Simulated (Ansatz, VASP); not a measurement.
**Two plane-wave programs on SrTiO3**

Contents of INCAR:

```
SYSTEM = SrTiO3
  ALGO = Normal
  EDIFF = 1E-6
  ENCUT = 520
  GGA = PE
  ISIF = 2
  ISMEAR = 0
  LASPH = .TRUE.
  LCHARG = .FALSE.
  LREAL = .FALSE.
  LWAVE = .FALSE.
  NBANDS = 28
  NELM = 100
  PREC = Accurate
  SIGMA = 0.01
```

File KPOINTS:

```
k-points
0
G
  6 6 6
  0 0 0
```

File POSCAR:

```
SrTiO3
1.0
    3.9754122643      0.0000000000      0.0000000000
    0.0000000000      3.9754122643      0.0000000000
    0.0000000000      0.0000000000      3.9754122643
Sr Ti O
1 1 3
Direct
    0.0000000000      0.0000000000      0.0000000000
    0.5000000000      0.5000000000      0.5000000000
    0.5000000000      0.0000000000      0.5000000000
    0.5000000000      0.5000000000      0.0000000000
    0.0000000000      0.5000000000      0.5000000000
```

Input for Ansatz:

```yaml
crystal:
  lattice:
    - [3.9754122643, 0.0, 0.0]
    - [0.0, 3.9754122643, 0.0]
    - [0.0, 0.0, 3.9754122643]
  atoms:
    - { symbol: Sr, position: [0.0, 0.0, 0.0] }
    - { symbol: Ti, position: [0.5, 0.5, 0.5] }
    - { symbol: O, position: [0.5, 0.0, 0.5] }
    - { symbol: O, position: [0.5, 0.5, 0.0] }
    - { symbol: O, position: [0.0, 0.5, 0.5] }
kpoints:
  mp_grid: { grid: [6, 6, 6] }
hamiltonian:
  xc: pbe
scf:
  occupations: { method: fixed }
  n_extra_bands: 5
output:
  forces: true
  stress: true
  eigenvalues: true
```

Alike in both runs: task single point; functional PBE; k mesh 6 × 6 × 6; no spin polarisation.

|  | VASP | Ansatz |
| --- | --- | --- |
| version | VASP 6.6.1 | Ansatz 0.2.0 |
| potentials or method | VASP PAW PBE potentials, release 64 (Sr_sv, Ti_sv, O) | plane waves, PAW |
| plane-wave cutoff (eV) | 520 | 420 |
| occupations | gaussian, width 0.01 eV | fixed |
| valence electrons in the cell | 40 | 40 |

```csv
,VASP,Ansatz,Ansatz less VASP
gap on the k mesh at the Fermi level (eV),1.75,1.78,+0.030
pressure (GPa),-4.1,-4.7,-0.60
```
